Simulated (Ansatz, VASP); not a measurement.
# HF in VASP and in Ansatz

```
F H
1.0
     6.47922    0.00000    0.00000
     0.00000    6.47922    0.00000
     0.00000    0.00000    6.47922
F H
8 8
Direct
  0.04763 0.03359 0.33622
  0.87882 0.04834 0.98240
  0.93326 0.34883 0.73585
  0.93873 0.47953 0.35800
  0.36526 0.05725 0.58448
  0.56015 0.53936 0.97187
  0.18877 0.62085 0.11137
  0.55358 0.60582 0.42453
  0.99540 0.04299 0.19703
  0.90222 0.15322 0.87909
  0.95473 0.36045 0.59005
  0.04932 0.53144 0.26820
  0.26961 0.03856 0.47441
  0.58729 0.58643 0.83698
  0.33240 0.58932 0.09180
  0.68556 0.57106 0.37245
```

Alike in both runs: functional PBE; dispersion D3(BJ); k mesh 1 × 1 × 1; occupations fermi-dirac, width 0.05 eV; no spin polarisation.

Ansatz relaxed the structure, and its values are those at the end. VASP's run is a single point on that final structure, the one shown.

|  | VASP | Ansatz |
| --- | --- | --- |
| version | VASP 6.6.1 | Ansatz 0.2.0 |
| potentials or method | VASP PAW PBE potentials, release 64 (F, H), cutoff 520 eV | scalar-relativistic, plane waves, PAW |
| valence electrons in the cell | 64 | 64 |

|  | VASP | Ansatz | Ansatz less VASP |
| --- | --- | --- | --- |
| gap on the k mesh at the Fermi level (eV) | 6.28 | 6.32 | +0.035 |
| rms of the force components (eV/Å) | 0.101 | 0.073 | -0.0278 |

One of these differences is far larger than is usual between the two programs; its cause wasn't traced. Ansatz's warnings: xc potential rough in thin density.
